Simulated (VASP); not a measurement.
HfB: relaxation of cell and atoms with PBEsol

The system is HfB.

```
Hf B
1.0
     0.00000    2.39348    2.39348
     2.39348    0.00000    2.39348
     2.39348    2.39348    0.00000
Hf B
1 1
Cartesian
  2.3935 2.3935 2.3935
  0.0000 0.0000 0.0000
```

```yaml
Program: VASP 6.6.1
Task: relaxation of cell and atoms
Functional: PBEsol
Potentials_or_basis: VASP PAW PBE potentials, release 64 (Hf_pv, B)
Cutoff: 600 eV
k_mesh: 16 × 16 × 16
Occupations: gaussian, width 0.1 eV
Spin: no spin polarisation
Dipole_correction: no
Further_INCAR_settings: ALGO = Normal; EDIFF = 1e-06; IBRION = 2; EDIFFG = -0.005; NSW = 100; ISIF = 3
```

| Quantity | Value |
| --- | --- |
| Relaxed volume | 13.74 Å³/atom |
| Relaxed cell | a = 3.387 Å, b = 3.387 Å, c = 3.387 Å, α = 60.00°, β = 60.00°, γ = 60.00° |
| Space group after relaxing (to 0.05 Å) | Fm-3m (No. 225) |
| Energy gained by relaxing | 0.0 meV/atom |
| Ionic steps | 3 |
| Pressure after relaxing | 0.0 GPa |

Final structure:
```xyz
2
Lattice="0.0000 2.3953 2.3953 2.3953 0.0000 2.3953 2.3953 2.3953 0.0000" Properties=species:S:1:pos:R:3 pbc="T T T"
Hf    2.3953    2.3953    2.3953
B     0.0000    0.0000    0.0000
```

Levels at points of the mesh, in eV from the Fermi level:
```tsv
k point	band 3	band 4	band 5	band 6	band 7	band 8	band 9	band 10
(0.00, 0.00, 0.00)	-28.82	-9.20	2.04	2.04	2.04	3.69	3.69	3.69
(0.50, 0.00, 0.00)	-28.88	-4.71	-4.35	-1.19	-1.19	5.79	5.79	6.66
(0.50, 0.50, 0.00)	-29.00	-6.40	-1.18	-0.88	2.05	2.05	5.54	6.96
```

Run time: 78 s on 1 thread of Intel Xeon 6975P-C, on a shared host, peak memory 0.21 GiB.

Caveat: the PAW data sets were made with another functional, which shifts forces and pressure a little; spin-orbit coupling is left out, which moves the levels of the heavy elements.
